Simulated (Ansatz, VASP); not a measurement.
BN: VASP beside Ansatz

```
CELL_PARAMETERS angstrom
9.99296 0.00000 0.00000
-4.99648 8.65416 0.00000
0.00000 0.00000 6.63570
ATOMIC_POSITIONS crystal
B 0.08420 0.16840 0.25000
B 0.16667 0.08333 0.75000
B 0.08333 0.41667 0.25000
B 0.16667 0.33333 0.75000
B 0.08333 0.66667 0.25000
B 0.16667 0.58333 0.75000
B 0.08333 0.91667 0.25000
B 0.16667 0.83333 0.75000
B 0.33333 0.16667 0.25000
B 0.41667 0.08333 0.75000
B 0.33333 0.41667 0.25000
B 0.41667 0.33333 0.75000
B 0.33333 0.66667 0.25000
B 0.41667 0.58333 0.75000
B 0.33333 0.91667 0.25000
B 0.41667 0.83333 0.75000
B 0.58333 0.16667 0.25000
B 0.66667 0.08333 0.75000
B 0.58333 0.41667 0.25000
B 0.66667 0.33333 0.75000
B 0.58333 0.66667 0.25000
B 0.66667 0.58333 0.75000
B 0.58333 0.91667 0.25000
B 0.66667 0.83333 0.75000
B 0.83333 0.16667 0.25000
B 0.91667 0.08333 0.75000
B 0.83333 0.41667 0.25000
B 0.91667 0.33333 0.75000
B 0.83333 0.66667 0.25000
B 0.91667 0.58333 0.75000
B 0.83333 0.91667 0.25000
B 0.91667 0.83333 0.75000
N 0.08333 0.16667 0.75000
N 0.16667 0.08333 0.25000
N 0.08333 0.41667 0.75000
N 0.16667 0.33333 0.25000
N 0.08333 0.66667 0.75000
N 0.16667 0.58333 0.25000
N 0.08333 0.91667 0.75000
N 0.16667 0.83333 0.25000
N 0.33333 0.16667 0.75000
N 0.41667 0.08333 0.25000
N 0.33333 0.41667 0.75000
N 0.41667 0.33333 0.25000
N 0.33333 0.66667 0.75000
N 0.41667 0.58333 0.25000
N 0.33333 0.91667 0.75000
N 0.41667 0.83333 0.25000
N 0.58333 0.16667 0.75000
N 0.66667 0.08333 0.25000
N 0.58333 0.41667 0.75000
N 0.66667 0.33333 0.25000
N 0.58333 0.66667 0.75000
N 0.66667 0.58333 0.25000
N 0.58333 0.91667 0.75000
N 0.66667 0.83333 0.25000
N 0.83333 0.16667 0.75000
N 0.91667 0.08333 0.25000
N 0.83333 0.41667 0.75000
N 0.91667 0.33333 0.25000
N 0.83333 0.66667 0.75000
N 0.91667 0.58333 0.25000
N 0.83333 0.91667 0.75000
N 0.91667 0.83333 0.25000
```

Alike in both runs: task single point; functional LDA; k mesh 3 × 3 × 3; no spin polarisation.

|  | VASP | Ansatz |
| --- | --- | --- |
| version | VASP 6.6.1 | Ansatz 0.2.0 |
| potentials or method | VASP PAW LDA potentials, release 64 (B, N) | scalar-relativistic, plane waves, PAW |
| plane-wave cutoff (eV) | 520 | 420 |
| occupations | gaussian, width 0.01 eV | fixed |
| valence electrons in the cell | 256 | 256 |

|  | VASP | Ansatz | Ansatz less VASP |
| --- | --- | --- | --- |
| gap on the k mesh at the Fermi level (eV) | 4.08 | 4.10 | +0.016 |
| least direct gap on the mesh (eV) | 4.37 | 4.38 | +0.015 |
| rms of the force components (eV/Å) | 0.066 | 0.066 | +0.0001 |

LDA's correlation is that of Perdew and Zunger in VASP and of Perdew and Wang (1992) in Ansatz.
